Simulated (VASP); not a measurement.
A run of VASP 6.6.1 is set up as follows.

INCAR

```
ALGO     = Normal         # electronic algorithm
EDIFF    = 1E-6           # SCF threshold, eV
EDIFFG   = -0.005         # ionic threshold
ENCUT    = 600            # plane-wave cutoff, eV
IBRION   = 2              # ionic algorithm
ISIF     = 3              # what is computed and relaxed
ISMEAR   = -1             # smearing method
LASPH    = True           # aspherical terms in the spheres
LCHARG   = False          # write CHGCAR
LREAL    = False          # projectors in reciprocal space
LWAVE    = False          # write WAVECAR
NELM     = 60             # most SCF steps
NSW      = 60             # ionic steps
PREC     = Accurate       # precision mode
SIGMA    = 0.1            # smearing width, eV
```

Contents of KPOINTS:

```
k-points
0
Gamma
  20 20 20
```

POSCAR

```
Ge
1.0
   -1.6809877034      1.6809877034      1.6809877034
    1.6809877034     -1.6809877034      1.6809877034
    1.6809877034      1.6809877034     -1.6809877034
Ge
1
Direct
    0.0000000000      0.0000000000      0.0000000000
```

Potentials or basis: VASP PAW LDA potentials, release 64 (Ge_d).

Command:

```console
$ cat potpaw_LDA.64/Ge_d/POTCAR > POTCAR
$ mpirun -np 1 vasp_std > vasp.out
```

(1) Predict the band gap on the k mesh.

(2) What does it give for the relaxed cell?

(3) Predict the space group after relaxing (to 0.1 Å).

(4) Predict the relaxed volume.

Results:

(1) zero (bands 7 and 8 overlap by 12.78 eV).

(2) a = 2.852 Å, b = 2.852 Å, c = 2.852 Å, α = 109.47°, β = 109.47°, γ = 109.47°.

(3) Im-3m (No. 229).

(4) 17.85 Å³/atom.
